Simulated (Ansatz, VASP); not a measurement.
# P in VASP and in Ansatz

```xyz
1
Lattice="2.6020 0.0000 0.0000 -1.3010 2.2534 0.0000 0.0000 0.0000 2.4197" Properties=species:S:1:pos:R:3 pbc="T T T"
P     0.0000    0.0000    0.0000
```

Alike in both runs: functional PBEsol; k mesh 24 × 24 × 22; occupations gaussian, width 0.1 eV; no spin polarisation.

Ansatz relaxed the structure, and its values are those at the end. VASP's run is a single point on that final structure, the one shown.

|  | VASP | Ansatz |
| --- | --- | --- |
| version | VASP 6.6.1 | Ansatz 0.2.0 |
| potentials or method | VASP PAW PBE potentials, release 64 (P), cutoff 520 eV | scalar-relativistic, plane waves, PAW |
| valence electrons in the cell | 5 | 5 |

VASP gave:

```
gap on the k mesh at the Fermi level (eV) : none
pressure (GPa)                            : 0.2
```

Q: Estimate Ansatz's values.

A: gap on the k mesh at the Fermi level (eV): none; pressure (GPa): 0.0.

VASP's potentials were made for PBE, not for PBEsol. A gap of «none» marks a metal or a gap that the smearing closes.
